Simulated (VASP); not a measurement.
# RhC2 (Fm-3m) in VASP: further runs, part 2 of 3

VASP 6.6.1.

## Step 3: Single point, PBEsol (9.70 Å³/atom)

This run uses another cell than the first one, of 9.70 Å³/atom.

INCAR reads:

```
SYSTEM = RhC2
  ALGO = Normal
  EDIFF = 1E-7
  ENCUT = 520
  GGA = PS
  ISIF = 2
  ISMEAR = 0
  LASPH = .True.
  LCHARG = .False.
  LREAL = .False.
  LWAVE = .False.
  NBANDS = 18
  NELM = 100
  PREC = Accurate
  SIGMA = 0.05
```

KPOINTS reads:

```
k-points
0
Gamma
  12 12 12
  0 0 0
```

POSCAR reads:

```
RhC2
1.0
    0.0000000000      2.4412493123      2.4412493123
    2.4412493123      0.0000000000      2.4412493123
    2.4412493123      2.4412493123      0.0000000000
Rh C
1 2
Direct
    0.0000000000      0.0000000000      0.0000000000
    0.2500000000      0.2500000000      0.2500000000
    0.7500000000      0.7500000000      0.7500000000
```

Potentials or basis: VASP PAW PBE potentials, release 64 (Rh_pv, C).

Started as:

```console
> cat potpaw_PBE.64/Rh_pv/POTCAR potpaw_PBE.64/C/POTCAR > POTCAR
> mpirun -np 1 vasp_std > vasp.out
```

OUTCAR:

```text
SYSTEM = RhC2
   EDIFF = 1E-7
   ENCUT = 520
   GGA = PS
   ISIF = 2
   ISMEAR = 0
   LASPH = .True.
   LREAL = .False.
   NELM = 100
   PREC = Accurate

 ion  position               nearest neighbor table
   1  0.000  0.000  0.000-   3 2.11   3 2.11   3 2.11   2 2.11   3 2.11   2 2.11   2 2.11   2 2.11

   2  0.250  0.250  0.250-   1 2.11   1 2.11   1 2.11   1 2.11
   3  0.750  0.750  0.750-   1 2.11   1 2.11   1 2.11   1 2.11

  LATTYP: Found a face centered cubic cell.
 ALAT       =     4.8824986246

  Lattice vectors:

 A1 = (   0.0000000000,   2.4412493123,   2.4412493123)
 A2 = (   2.4412493123,   0.0000000000,   2.4412493123)
 A3 = (   2.4412493123,   2.4412493123,   0.0000000000)

Analysis of symmetry for initial positions (statically):
=====================================================================
 Subroutine PRICEL returns:
 Original cell was already a primitive cell.

 Routine SETGRP: Setting up the symmetry group for a
 face centered cubic supercell.

 Subroutine GETGRP returns: Found 48 space group operations
 (whereof 48 operations were pure point group operations)
 out of a pool of 48 trial point group operations.

The static configuration has the point symmetry O_h .

Analysis of symmetry for dynamics (positions and initial velocities):
=====================================================================
 Subroutine PRICEL returns:
 Original cell was already a primitive cell.

 Routine SETGRP: Setting up the symmetry group for a
 face centered cubic supercell.

 Subroutine GETGRP returns: Found 48 space group operations
 (whereof 48 operations were pure point group operations)
 out of a pool of 48 trial point group operations.

The dynamic configuration has the point symmetry O_h .

 Subroutine INISYM returns: Found 48 space group operations
 (whereof 48 operations are pure point group operations),
 and found     1 'primitive' translations

----------------------------------------------------------------------------------------

                                     Primitive cell

  volume of cell :      29.0982

  direct lattice vectors                    reciprocal lattice vectors
     0.000000000  2.441249312  2.441249312    -0.204813166  0.204813166  0.204813166
     2.441249312  0.000000000  2.441249312     0.204813166 -0.204813166  0.204813166
     2.441249312  2.441249312  0.000000000     0.204813166  0.204813166 -0.204813166

  length of vectors
     3.452447887  3.452447887  3.452447887     0.354746809  0.354746809  0.354746809

  position of ions in fractional coordinates (direct lattice)
     0.000000000  0.000000000  0.000000000
     0.250000000  0.250000000  0.250000000
     0.750000000  0.750000000  0.750000000

  ion indices of the primitive-cell ions
   primitive index   ion index
                 1           1
                 2           2
                 3           3

----------------------------------------------------------------------------------------

 KPOINTS: k-points

Automatic generation of k-mesh.
 Grid dimensions read from file:
 generate k-points for:   12   12   12

 Generating k-lattice:

  Cartesian coordinates                     Fractional coordinates (reciprocal lattice)
    -0.017067764  0.017067764  0.017067764     0.083333333  0.000000000  0.000000000
     0.017067764 -0.017067764  0.017067764     0.000000000  0.083333333  0.000000000
     0.017067764  0.017067764 -0.017067764     0.000000000  0.000000000  0.083333333

  Length of vectors
     0.029562234  0.029562234  0.029562234

  Shift w.r.t. Gamma in fractional coordinates (k-lattice)
     0.000000000  0.000000000  0.000000000

 Subroutine IBZKPT returns following result:
 ===========================================

 Found     72 irreducible k-points:

 Following reciprocal coordinates:
            Coordinates               Weight
  0.000000  0.000000  0.000000      1.000000
  0.083333  0.000000  0.000000      8.000000
  0.166667  0.000000  0.000000      8.000000
  0.250000  0.000000  0.000000      8.000000
  0.333333  0.000000  0.000000      8.000000
  0.416667  0.000000  0.000000      8.000000
[... 16 lines left out ...]
  0.500000  0.166667  0.000000     24.000000
 -0.416667  0.166667  0.000000     24.000000
 [... further k-points ...]
   k-points           NKPTS =     72   k-points in BZ     NKDIM =     72   number of bands    NBANDS=     18
   number of dos      NEDOS =    301   number of ions     NIONS =      3
   total plane-waves  NPLWV =  21952
   dimension x,y,z NGX =    28 NGY =   28 NGZ =   28
   dimension x,y,z NGXF=    56 NGYF=   56 NGZF=   56
   ions per type =               1   2
   NGX,Y,Z   is equivalent  to a cutoff of  13.48, 13.48, 13.48 a.u.
   NGXF,Y,Z  is equivalent  to a cutoff of  26.97, 26.97, 26.97 a.u.
 SYSTEM =  RhC2
   PREC   = accura    normal or accurate (medium, high low for compatibility)
   ISTART =      0    job   : 0-new  1-cont  2-samecut
   ICHARG =      2    charge: 1-file 2-atom 10-const
   ISPIN  =      1    spin polarized calculation?
   LNONCOLLINEAR =      F non collinear calculations
   LSORBIT =      F    spin-orbit coupling
   LASPH  =      T    aspherical Exc in radial PAW
   ENCUT  =  520.0 eV  38.22 Ry    6.18 a.u.   6.42  6.42  6.42*2*pi/ulx,y,z
   NELM   =    100;   NELMIN=  2; NELMDL= -5     # of ELM steps
   EDIFF  = 0.1E-06   stopping-criterion for ELM
   LREAL  =      F    real-space projection
   EDIFFG = 0.1E-05   stopping-criterion for IOM
   NSW    =      0    number of steps for IOM
   IBRION =     -1    ionic relax: 0-MD 1-quasi-New 2-CG
   NFREE  =      0    steps in history (QN), initial steepest desc. (CG)
   ISIF   =      2    stress and relaxation
   ISYM   =      2    0-nonsym 1-usesym 2-fastsym
   POTIM  = 0.5000    time-step for ionic-motion
   TEBEG  =    0.0;   TEEND  =   0.0 temperature during run
   PSTRESS=    0.0 pullay stress
   NELECT =      23.0000    total number of electrons
   NUPDOWN=      -1.0000    fix difference up-down
   EMIN   =  10.00;   EMAX   =-10.00  energy-range for DOS
   EFERMI =   0.00;   METHOD = LEGACY
   ISMEAR =     0;   SIGMA  =   0.05  broadening in eV -4-tet -1-fermi 0-gaus
   EFERMI_NEDOS =   21; number of points for ismear=-14 and -15
   IALGO  =     38    algorithm
   IMIX   =      4    mixing-type and parameters
     AMIX     =   0.40;   BMIX     =  1.00
     AMIX_MAG =   1.60;   BMIX_MAG =  1.00
  volume/ion in A,a.u.               =       9.70        65.45
  Fermi-wavevector in a.u.,A,eV,Ry     =   1.513661  2.860405 31.173258  2.291170
  Thomas-Fermi vector in A             =   2.623422
   LORBIT       =      0    0 simple, 1 ext, 2 COOP (PROOUT), +10 PAW based schemes
   GGA     = PS    functional components
   LHFCALC =     F    Hartree Fock is set to
   AEXX    =    0.0000 exact exchange contribution
   IVDW    =     0    specifies the selected vdW correction
   LEPSILON=     F    determine dielectric tensor
   LRPA    =     F    only Hartree local field effects (RPA)
 non-spin polarized calculation
 Gauss-broadening in eV      SIGMA  =   0.05
  energy-cutoff  :      520.00
  volume of cell :       29.10
 maximum number of plane-waves:       817
 NGX is ok and might be reduce to    28
   NGX = 13   NGY = 13   NGZ = 13

 number of electron      23.0000001 magnetization

 Free energy of the ion-electron system (eV)
  ---------------------------------------------------
  ext. energy  EPLUGINS =         0.00000000
  ---------------------------------------------------
  free energy    TOTEN  =       -21.88914687 eV

  energy without entropy =      -21.88590124  energy(sigma->0) =      -21.88752405

 E-fermi :   8.8602     XC(G=0): -13.0213

 val. band max:        8.8456043856   @ k =   0.5000   0.1667   0.0833
 cond. band min:       8.8658983304   @ k =   0.4167   0.1667   0.0833
 fundamental gap:      0.0202939449
 Fermi energy:         8.8602009530

 k-point     1 :       0.0000    0.0000    0.0000
  band No.  band energies     occupation
      1     -38.3655      2.00000
      2     -38.3655      2.00000
      3     -38.3655      2.00000
      4      -5.8947      2.00000
      5       1.7760      2.00000
      6       1.7760      2.00000
[... 10 lines left out ...]
     17      19.7760      0.00000
     18      19.7760      0.00000
[... 466 lines left out ...]
      2     -38.3880      2.00000
      3     -38.3788      2.00000
      4      -2.9950      2.00000
      5      -1.7895      2.00000
      6       2.3759      2.00000
[... 10 lines left out ...]
     17      20.1782      0.00000
     18      23.5278      0.00000

 [... further k-points ...]

------------------------ aborting loop because EDIFF is reached ----------------------------------------

  FORCE on cell =-STRESS in cart. coord.  units (eV):
  Direction    XX          YY          ZZ          XY          YZ          ZX
  --------------------------------------------------------------------------------------
  -------------------------------------------------------------------------------------
  Total       -0.0350566     -0.0350566     -0.0350566      0.0000000      0.0000000      0.0000000
  in kB       -1.9302524     -1.9302524     -1.9302524      0.0000000      0.0000000      0.0000000
  external PRESSURE =      -1.9302524 kB  Pullay stress =       0.0000000 kB

 VOLUME and BASIS-vectors are now :
 -----------------------------------------------------------------------------
  energy-cutoff  :      520.00
  volume of cell :       29.10
      direct lattice vectors                 reciprocal lattice vectors
     0.000000000  2.441249312  2.441249312    -0.204813166  0.204813166  0.204813166
     2.441249312  0.000000000  2.441249312     0.204813166 -0.204813166  0.204813166
     2.441249312  2.441249312  0.000000000     0.204813166  0.204813166 -0.204813166

 POSITION                                       TOTAL-FORCE (eV/Angst)
 -----------------------------------------------------------------------------------
      0.00000      0.00000      0.00000        -0.000000      0.000000      0.000000
      1.22062      1.22062      1.22062         0.000000      0.000000     -0.000000
      3.66187      3.66187      3.66187        -0.000000     -0.000000     -0.000000
 -----------------------------------------------------------------------------------
    total drift:                               -0.000000     -0.000000      0.000000

  FREE ENERGIE OF THE ION-ELECTRON SYSTEM (eV)
  ---------------------------------------------------
  free  energy   TOTEN  =       -21.8891468717 eV

  energy  without entropy=      -21.8859012361  energy(sigma->0) =      -21.88752405
```

Wall time 23 s (1 thread of Intel Xeon 6975P-C (Granite Rapids), shared host); peak memory 0.18 GiB.

Results:

| Quantity | Value |
| --- | --- |
| Free energy | -21.8891 eV |
| Pressure | -0.2 GPa |
| Band gap on the k mesh | zero (an odd number of electrons rules out a gap without spin polarisation) |

Levels at points of the mesh, in eV from the Fermi level:
```
           k point  band 8  band 9  band 10  band 11  band 12  band 13  band 14  band 15  band 16  band 17
(0.00, 0.00, 0.00)   -5.39   -2.78    -2.78     2.18     2.18     2.18     5.31     5.31     5.31    10.92
(0.50, 0.00, 0.00)   -2.89   -2.42    -2.42    -0.81    -0.81    -0.38     3.15     5.23     5.23    11.03
(0.50, 0.50, 0.00)   -3.85   -3.62    -3.62    -2.05    -1.13     2.48     3.94     5.80     5.80     9.48
```

Caveat: the PAW data sets were made with another functional, which shifts forces and pressure a little.

(Continued in part 3 of 3.)
